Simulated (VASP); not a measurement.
Crystal: WSe2.

```
W Se
1.0
     3.29000    0.00000    0.00000
    -1.64500    2.84922    0.00000
     0.00000    0.00000   12.97000
W Se
2 4
Direct
  0.33333 0.66667 0.25000
  0.66667 0.33333 0.75000
  0.33333 0.66667 0.62100
  0.66667 0.33333 0.12100
  0.33333 0.66667 0.87900
  0.66667 0.33333 0.37900
```

Base run:

- Program: VASP 6.6.1
- Functional: PBEsol
- Potentials or basis: VASP PAW PBE potentials, release 64 (W_sv, Se)
- Cutoff: 500 eV
- k mesh: 8 × 8 × 2
- Occupations: gaussian, width 0.05 eV
- Spin: collinear spin
- Starting moments: [2.0, 2.0, 0.0, 0.0, 0.0, 0.0] μB

Its results: pressure -0.8 GPa; largest force 0.071 eV/Å.

Problem. The run is repeated on the same cell with these changes: moments at the start from [2.0, 2.0, 0.0, 0.0, 0.0, 0.0] to [1.5, 1.5, 0.0, 0.0, 0.0, 0.0]; fixed moment from none to 3 μB. What comes out?

Solution. Pressure 5.1 GPa; site moments W +0.96; Se +0.08 μB; largest force 0.597 eV/Å.

Caveats: the PAW data sets were made with another functional, which shifts forces and pressure a little; this functional lacks dispersion, which binds layers or chains, so the pressure and a relaxed spacing across them are unreliable; the cell stands under pressure (at least some runs); the total moment is fixed, so each spin has its own Fermi level and the state may be an excited one (at least some runs).
